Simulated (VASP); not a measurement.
# AlRu (NiAs type): relaxation of shape and atoms at fixed volume with PBE

The system is AlRu (NiAs type).

```
Ru Al
1.0
     2.37100    0.00000    0.00000
    -1.18550    2.05335    0.00000
     0.00000    0.00000    6.38469
Ru Al
2 2
Cartesian
  0.0000 0.0000 0.0000
  0.0000 0.0000 3.1923
  0.0000 1.3689 1.5962
  1.1855 0.6844 4.7885
```

| Item | Value |
| --- | --- |
| Program | VASP 6.6.1 |
| Task | relaxation of shape and atoms at fixed volume |
| Functional | PBE |
| Potentials or basis | VASP PAW PBE potentials, release 64 (Ru_pv, Al) |
| Cutoff | 600 eV |
| k mesh | 11 × 11 × 6 |
| Occupations | fermi-dirac, width 0.08 eV |
| Spin | no spin polarisation |
| Dipole correction | no |
| Further INCAR settings | ALGO = Normal; EDIFF = 1e-06; IBRION = 2; EDIFFG = -0.005; NSW = 50; ISIF = 4 |

| Quantity | Value |
| --- | --- |
| Energy gained by relaxing | 5.2 meV/atom |
| Ionic steps | 15 |
| Pressure after relaxing | 410.5 GPa |
| Band gap on the k mesh | zero (bands 17 and 18 overlap by 4.46 eV) |

Stress tensor (GPa, compression positive):
```
410.49   0.00   0.00
  0.00 410.49   0.00
  0.00   0.00 410.63
```

The path:
```tsv
step	energy change (eV)	largest force (eV/Å)	pressure (GPa)	volume (Å³)
1	0.0000	0.0000	410.59	31.08
2	0.0203	0.0000	411.55	31.08
3	-0.0206	0.0000	410.49	31.08
4	-0.0206	0.0000	410.56	31.08
5	-0.0206	0.0000	410.53	31.08
6	-0.0206	0.0000	410.52	31.08
7	-0.0206	0.0000	410.53	31.08
8	-0.0206	0.0000	410.53	31.08
9	-0.0206	0.0000	410.53	31.08
10	-0.0206	0.0000	410.53	31.08
11	-0.0206	0.0000	410.53	31.08
12	-0.0206	0.0000	410.53	31.08
13	-0.0206	0.0000	410.52	31.08
14	-0.0206	0.0000	410.52	31.08
15	-0.0206	0.0000	410.54	31.08
```

Final structure:
```
Ru Al
1.0
     2.35735    0.00000    0.00000
    -1.17868    2.04153    0.00000
     0.00000    0.00000    6.45883
Ru Al
2 2
Direct
  0.00000 0.00000 0.00000
  0.00000 0.00000 0.50000
  0.33333 0.66667 0.25000
  0.66667 0.33333 0.75000
```

Levels at points of the mesh, in eV from the Fermi level:
```
           k point  band 13  band 14  band 15  band 16  band 17  band 18  band 19  band 20  band 21
(0.00, 0.00, 0.00)    -4.14    -4.14    -4.04    -0.75    -0.75    -0.02    -0.02     0.93     9.09
(0.00, 0.00, 0.50)    -4.15    -4.15    -1.47    -1.47    -0.41    -0.41    -0.41    -0.41    10.05
```

Wall time 5.3 min on 1 thread of Intel Xeon 8259CL, with other jobs on the host, peak memory 0.19 GiB.
